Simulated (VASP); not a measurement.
Wanted: the native input for a VASP 6.6.1 run.

```
Task                   : single point
Functional             : r2SCAN
Potentials or basis    : VASP PAW PBE potentials, release 64 (Rb_sv, Br)
Cutoff                 : 520 eV
k mesh                 : 6 × 6 × 6
Occupations            : gaussian, width 0.01 eV
Spin                   : no spin polarisation
Dipole correction      : no
Further INCAR settings : ALGO = Normal; EDIFF = 1e-06; NBANDS = 15
```

The system is RbBr.

```
CELL_PARAMETERS angstrom
4.12425 0.00000 0.00000
0.00000 4.12425 0.00000
0.00000 0.00000 3.97248
ATOMIC_POSITIONS crystal
Rb 0.00000 0.00000 0.00000
Br 0.50000 0.50000 0.50000
```

This cell differs from its parent crystal: uniaxial z strain -3.7%.

These files were run (other wordings do the same):

POSCAR

```
RbBr
1.0
    4.1242532581      0.0000000000      0.0000000000
    0.0000000000      4.1242532581      0.0000000000
    0.0000000000      0.0000000000      3.9724807382
Rb Br
1 1
Direct
    0.0000000000      0.0000000000      0.0000000000
    0.5000000000      0.5000000000      0.5000000000
```

INCAR.step1

```
PREC = Accurate ; ENCUT = 520
ISMEAR = 0 ; SIGMA = 0.01
LREAL = F ; LASPH = T
NELM = 100 ; NBANDS = 15
GGA = PE ; ALGO = Normal
EDIFF = 1E-4 ; LWAVE = T
LCHARG = F
```

INCAR.step2

```
PREC = Accurate ; ENCUT = 520
EDIFF = 1E-6 ; ISMEAR = 0
SIGMA = 0.01 ; LREAL = F
LASPH = T ; NELM = 100
ALGO = Normal ; ISIF = 2
LWAVE = F ; LCHARG = T
METAGGA = R2SCAN ; LMIXTAU = T
LELF = T ; LVHAR = T
NBANDS = 15 ; ISTART = 1
```

KPOINTS

```
Automatic mesh
0
Gamma
  6 6 6
```

Potentials or basis: VASP PAW PBE potentials, release 64 (Rb_sv, Br).

Command:

```console
$ cat potpaw_PBE.64/Rb_sv/POTCAR potpaw_PBE.64/Br/POTCAR > POTCAR
$ cp INCAR.step1 INCAR
$ mpirun -np 1 vasp_std > vasp.out
$ cp INCAR.step2 INCAR
$ mpirun -np 1 vasp_std > vasp.out
```

It gave:

```json
{"Pressure": "0.8 GPa", "Band gap on the k mesh": "4.84 eV (least direct gap 4.98 eV)"}
```

Caveat: the cell differs from its parent crystal (uniaxial z strain -3.7%); the PAW data sets were made with another functional, which shifts forces and pressure a little.

Run time: 46 s on 1 thread of Intel(R) Xeon(R) 6975P-C (Granite Rapids), on a shared host, peak memory 0.2 GiB.
